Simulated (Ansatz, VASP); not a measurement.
# TlCl: VASP beside Ansatz

File INCAR:

```
PREC     = Accurate       # precision mode
ENCUT    = 500            # plane-wave cutoff, eV
EDIFF    = 1E-6           # SCF threshold, eV
ISMEAR   = -1             # smearing method
SIGMA    = 0.02           # smearing width, eV
LREAL    = F              # projectors in reciprocal space
LASPH    = T              # aspherical terms in the spheres
NELM     = 120            # most SCF steps
ALGO     = Normal         # electronic algorithm
ISIF     = 2              # what is computed and relaxed
LWAVE    = F              # write WAVECAR
LCHARG   = F              # write CHGCAR
GGA      = PE             # functional
NBANDS   = 17             # bands
GGA_COMPAT= F
```

Contents of KPOINTS:

```
regular mesh
0
Gamma
  8 8 8
```

Contents of POSCAR:

```
TlCl
1.0
    3.7690043929      0.0000000000      0.0000000000
    0.0000000000      3.7690043929      0.0000000000
    0.0000000000      0.0000000000      3.7690043929
Tl Cl
1 1
Direct
    0.0000000000      0.0000000000      0.0000000000
    0.5000000000      0.5000000000      0.5000000000
```

Input for Ansatz:

```yaml
crystal:
  lattice:
    - [3.7690043929, 0.0, 0.0]
    - [0.0, 3.7690043929, 0.0]
    - [0.0, 0.0, 3.7690043929]
  atoms:
    - { symbol: Tl, position: [0.0, 0.0, 0.0] }
    - { symbol: Cl, position: [0.5, 0.5, 0.5] }
kpoints:
  mp_grid: { grid: [8, 8, 8] }
scf:
  occupations: { method: fermi_dirac, width: 0.02 }
hamiltonian:
  xc: pbe
  pseudopotentials: { kind: all_electron, lapw: { basis_error: 0.001 } }
output:
  forces: true
  stress: true
  eigenvalues: true
```

Change from the starting cell: volume scaled by 0.95.

Alike in both runs: task single point; functional PBE; k mesh 8 × 8 × 8; occupations fermi-dirac, width 0.02 eV; no spin polarisation.

```csv
,VASP,Ansatz
version,VASP 6.6.1,Ansatz 0.2.0
potentials or method,"VASP PAW PBE potentials, release 64 (Tl_d, Cl), cutoff 500 eV","all-electron LAPW, scalar-relativistic"
```

VASP gave:

| Quantity | Value |
| --- | --- |
| gap on the k mesh at the Fermi level (eV) | 1.95 |
| pressure (GPa) | 2.9 |

Task: Estimate Ansatz's values.

Result: gap on the k mesh at the Fermi level (eV): 1.94; pressure (GPa): 2.9.

Ansatz ran all-electron here, and VASP with PAW potentials.

Neither program's run includes spin-orbit coupling.
